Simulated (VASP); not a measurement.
The system is Cd.

```
CELL_PARAMETERS angstrom
2.97887 0.00000 0.00000
-1.48944 2.57978 0.00000
0.00000 0.00000 5.61765
ATOMIC_POSITIONS crystal
Cd 0.33333 0.66667 0.25000
Cd 0.66667 0.33333 0.75000
```

| Item | Value |
| --- | --- |
| Program | VASP 6.6.1 |
| Task | relaxation of volume and atoms at fixed shape |
| Functional | LDA |
| Potentials or basis | VASP PAW LDA potentials, release 64 (Cd_sv_GW) |
| Cutoff | 630 eV |
| k mesh | 9 × 9 × 4 |
| Occupations | fermi-dirac, width 0.05 eV |
| Spin | no spin polarisation |

At the start: pressure -3.9 GPa; volume 21.59 Å³/atom.

**Question.** How do energy, volume and symmetry change on relaxing?

**Answer.** Over 3 steps the energy falls by 19.2 meV/atom and the volume is 20.15 Å³/atom (-6.7 %); space group P6_3/mmc (No. 194, to 0.1 Å) before and after.

The path:
```
step  energy change (eV)  largest force (eV/Å)  pressure (GPa)  volume (Å³)
   1              0.0000                0.0000           -3.93        43.17
   2             -0.0378                0.0000            0.64        39.94
   3             -0.0384                0.0000           -0.02        40.29
```

Final structure:
```
Cd
1.0
     2.91108    0.00000    0.00000
    -1.45554    2.52107    0.00000
     0.00000    0.00000    5.48982
Cd
2
Direct
  0.33333 0.66667 0.25000
  0.66667 0.33333 0.75000
```
